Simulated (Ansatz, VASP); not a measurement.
One calculation of Br, two programs

```
Br
1.0
    -2.21264    2.21264    4.80357
     2.21264   -2.21264    4.80357
     2.21264    2.21264   -4.80357
Br
2
Direct
  0.37944 0.37944 0.00000
  0.62056 0.62056 0.00000
```

Alike in both runs: functional PBE; k mesh 10 × 10 × 10; occupations gaussian, width 0.02 eV; no spin polarisation.

Ansatz relaxed the structure, and its values are those at the end. VASP's run is a single point on that final structure, the one shown.

|  | VASP | Ansatz |
| --- | --- | --- |
| version | VASP 6.6.1 | Ansatz 0.2.0 |
| potentials or method | VASP PAW PBE potentials, release 64 (Br), cutoff 520 eV | scalar-relativistic, plane waves, PAW |
| valence electrons in the cell | 14 | 14 |

VASP gave:

- gap on the k mesh at the Fermi level (eV): 1.20
- least direct gap on the mesh (eV): 1.20
- pressure (GPa): 0.0
- rms of the force components (eV/Å): 0.006

Estimate Ansatz's values.

gap on the k mesh at the Fermi level (eV): 1.20; least direct gap on the mesh (eV): 1.20; pressure (GPa): 0.0; rms of the force components (eV/Å): 0.000.
